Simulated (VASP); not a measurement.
Here is a VASP 6.6.1 calculation.

INCAR

```
SYSTEM = Zn4SeS3
PREC = Accurate
ENCUT = 520
EDIFF = 1E-6
ISMEAR = 0
SIGMA = 0.02
LREAL = .False.
LASPH = .True.
NELM = 80
ALGO = Normal
ISIF = 2
LWAVE = .False.
LCHARG = .False.
GGA = PE
NBANDS = 46
```

Contents of KPOINTS:

```
Automatic mesh
0
Gamma
  6 6 6
  0 0 0
```

The input POSCAR:

```
Zn4SeS3
1.0
    5.2854872115      0.0000000000      0.0000000000
    0.0000000000      5.2854872115      0.0000000000
    0.0000000000      0.0000000000      5.2854872115
Zn Se S
4 1 3
Direct
    0.7430517841      0.7430517841      0.7430517841
    0.7430517841      0.2569482159      0.2569482159
    0.2569482159      0.7430517841      0.2569482159
    0.2569482159      0.2569482159      0.7430517841
    0.0000000000      0.0000000000      0.0000000000
    0.5000000000      0.5000000000      0.0000000000
    0.5000000000      0.0000000000      0.5000000000
    0.0000000000      0.5000000000      0.5000000000
```

Potentials or basis: VASP PAW PBE potentials, release 64 (Zn, Se, S).

Command:

```sh
$ cat potpaw_PBE.64/Zn/POTCAR potpaw_PBE.64/Se/POTCAR potpaw_PBE.64/S/POTCAR > POTCAR
$ mpirun -np 1 vasp_std > vasp.out
```

Task: What does it give for the band gap on the k mesh?

Result: 2.22 eV.

Task: Estimate the largest force.

Result: 0.017 eV/Å.

Forces on the atoms (eV/Å):
```
Zn  -0.010 -0.010 -0.010
Zn  -0.010  0.010  0.010
Zn   0.010 -0.010  0.010
Zn   0.010  0.010 -0.010
Se   0.000  0.000  0.000
S    0.000  0.000  0.000
S    0.000  0.000  0.000
S    0.000  0.000  0.000
```
